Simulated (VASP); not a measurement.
A run of VASP 6.6.1 is set up as follows.

File INCAR:

```
PREC = Accurate ; ENCUT = 600
EDIFF = 1E-6 ; ISMEAR = 0
SIGMA = 0.1 ; LREAL = F
LASPH = T ; NELM = 80
ALGO = Fast ; ISIF = 3
LWAVE = F ; LCHARG = F
GGA = PE ; IBRION = 2
NSW = 90 ; EDIFFG = -0.04
```

Contents of KPOINTS:

```
Automatic mesh
0
Gamma
  6 6 4
```

File POSCAR:

```
ScAl3
1.0
    5.6355774600      0.0000000000      0.0000000000
   -2.8177887300      4.8805532400      0.0000000000
    0.0000000000      0.0000000000      4.4726108200
Sc Al
2 6
Direct
    0.6666666700      0.3333333300      0.2500000000
    0.3333333300      0.6666666700      0.7500000000
    0.8301156200      0.1698843800      0.7500000000
    0.3397687700      0.1698843800      0.7500000000
    0.8301156200      0.6602312300      0.7500000000
    0.1698843800      0.8301156200      0.2500000000
    0.6602312300      0.8301156200      0.2500000000
    0.1698843800      0.3397687700      0.2500000000
```

Potentials or basis: VASP PAW PBE potentials, release 64 (Sc_sv, Al).

The run is started by

```sh
$ cat potpaw_PBE.64/Sc_sv/POTCAR potpaw_PBE.64/Al/POTCAR > POTCAR
$ mpirun -np 1 vasp_std > vasp.out
```

Q: Predict the relaxed volume.

A: 17.44 Å³/atom.

Q: What does it give for the space group after relaxing (to 0.1 Å)?

A: P6_3/mmc (No. 194).

Q: Predict the relaxed cell.

A: a = 5.823 Å, b = 5.823 Å, c = 4.752 Å, α = 90.00°, β = 90.00°, γ = 120.00°.

The path:
| step | energy change (eV) | largest force (eV/Å) | pressure (GPa) | volume (Å³) |
| --- | --- | --- | --- | --- |
| 1 | 0.0000 | 1.0382 | 13.89 | 123.02 |
| 2 | -0.7121 | 0.3443 | -4.68 | 148.28 |
| 3 | -0.8184 | 0.4699 | -0.93 | 140.80 |
| 4 | -0.8820 | 0.2933 | -0.30 | 139.66 |
| 5 | -0.9076 | 0.0617 | 0.58 | 138.41 |
| 6 | -0.9121 | 0.0198 | -0.15 | 139.68 |
| 7 | -0.9122 | 0.0162 | -0.19 | 139.77 |
| 8 | -0.9133 | 0.0042 | -0.04 | 139.52 |
